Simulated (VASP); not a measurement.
# Na: electric field gradients with PBEsol

Na:

```
Na
1.0
    -2.09633    2.09633    2.11750
     2.09633   -2.09633    2.11750
     2.09633    2.09633   -2.11750
Na
1
Direct
  0.00000 0.00000 0.00000
```

This cell differs from its parent crystal: equal xx and yy strain of -1 %.

```
Program                : VASP 6.6.1
Task                   : electric field gradients
Functional             : PBEsol
Potentials or basis    : VASP PAW PBE potentials, release 64 (Na_pv)
Cutoff                 : 520 eV
k mesh                 : 11 × 11 × 11
Occupations            : fermi-dirac, width 0.03 eV
Spin                   : no spin polarisation
Dipole correction      : no
Further INCAR settings : ALGO = Normal; EDIFF = 1e-08; NBANDS = 10
```

The pressure is -0.2 GPa and the band gap on the k mesh is zero (an odd number of electrons rules out a gap without spin polarisation). The largest electric field gradient by atom is zero within the noise of the run.

Levels at points of the mesh, in eV from the Fermi level:
| k point | band 2 | band 3 | band 4 | band 5 | band 6 | band 7 |
| --- | --- | --- | --- | --- | --- | --- |
| (0.00, 0.00, 0.00) | -24.80 | -24.80 | -3.28 | 11.64 | 11.64 | 11.80 |

Run time: 24 s on 1 thread of Intel(R) Xeon(R) Platinum 8259CL CPU @ 2.50GHz (Skylake/Cascade Lake) (shared host), peak memory 0.17 GiB.

Caveat: the cell differs from its parent crystal (equal xx and yy strain of -1 %); the PAW data sets were made with another functional, which shifts forces and pressure a little.
